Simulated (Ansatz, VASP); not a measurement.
# Two plane-wave programs on Ge

File POSCAR:

```
Ge
1.0
   -2.5448496043      2.7028539053      1.4651295863
    2.5448496043     -2.7028539053      1.4651295863
    2.5448496043      2.7028539053     -1.4651295863
Ge
2
Direct
    0.3140570000      0.0640570000      0.2500000000
    0.6859430000      0.9359430000      0.7500000000
```

File INCAR.step1:

```
SYSTEM = Ge
PREC = Accurate
ENCUT = 520
ISMEAR = -1
SIGMA = 0.05
LREAL = .FALSE.
LASPH = .TRUE.
NELM = 80
NBANDS = 21
GGA = PE
ALGO = Normal
EDIFF = 1E-4
LWAVE = .TRUE.
LCHARG = .FALSE.
```

File INCAR.step2:

```
SYSTEM = Ge
PREC = Accurate
ENCUT = 520
EDIFF = 1E-7
ISMEAR = -1
SIGMA = 0.05
LREAL = .FALSE.
LASPH = .TRUE.
NELM = 80
ALGO = Normal
ISIF = 2
LWAVE = .FALSE.
LCHARG = .FALSE.
METAGGA = R2SCAN
LMIXTAU = .TRUE.
NBANDS = 21
ISTART = 1
```

File KPOINTS:

```
regular mesh
0
G
  11 11 11
  0 0 0
```

The input input.yaml:

```yaml
crystal:
  lattice:
    - [-2.5448496043, 2.7028539053, 1.4651295863]
    - [2.5448496043, -2.7028539053, 1.4651295863]
    - [2.5448496043, 2.7028539053, -1.4651295863]
  atoms:
    - { symbol: Ge, position: [0.314057, 0.064057, 0.25] }
    - { symbol: Ge, position: [0.685943, 0.935943, 0.75] }
hamiltonian:
  xc: r2scan
  pseudopotentials: { kind: paw }
kpoints:
  mp_grid: { grid: [11, 11, 11] }
scf:
  occupations: { method: fermi_dirac, width: 0.05 }
output:
  forces: true
  stress: true
  eigenvalues: true
  write_density: true
  write_potential: true
  elf: true
  volumetric_format: npy
```

Alike in both runs: task single point; functional r2SCAN; k mesh 11 × 11 × 11; occupations fermi-dirac, width 0.05 eV; no spin polarisation.

```csv
,VASP,Ansatz
version,VASP 6.6.1,Ansatz 0.2.0
potentials or method,"VASP PAW PBE potentials, release 64 (Ge_d)",Ansatz PAW
plane-wave cutoff (eV),520,500
valence electrons in the cell,28,28
```

Ansatz gave:

```
gap on the k mesh at the Fermi level (eV)                     : none
pressure (GPa)                                                : -4.9
traceless stress, the component that is largest in VASP (GPa) : 0.96
rms of the force components (eV/Å)                            : 0.059
```

Q: Which values does VASP return?

A: gap on the k mesh at the Fermi level (eV): none; pressure (GPa): -5.0; traceless stress, the component that is largest in VASP (GPa): 0.98; rms of the force components (eV/Å): 0.061.

VASP's potentials were made for PBE, not for r2SCAN. Atom by atom the forces differ by 0.001 eV/Å (rms over components). A gap of «none» marks a metal or a gap that the smearing closes.
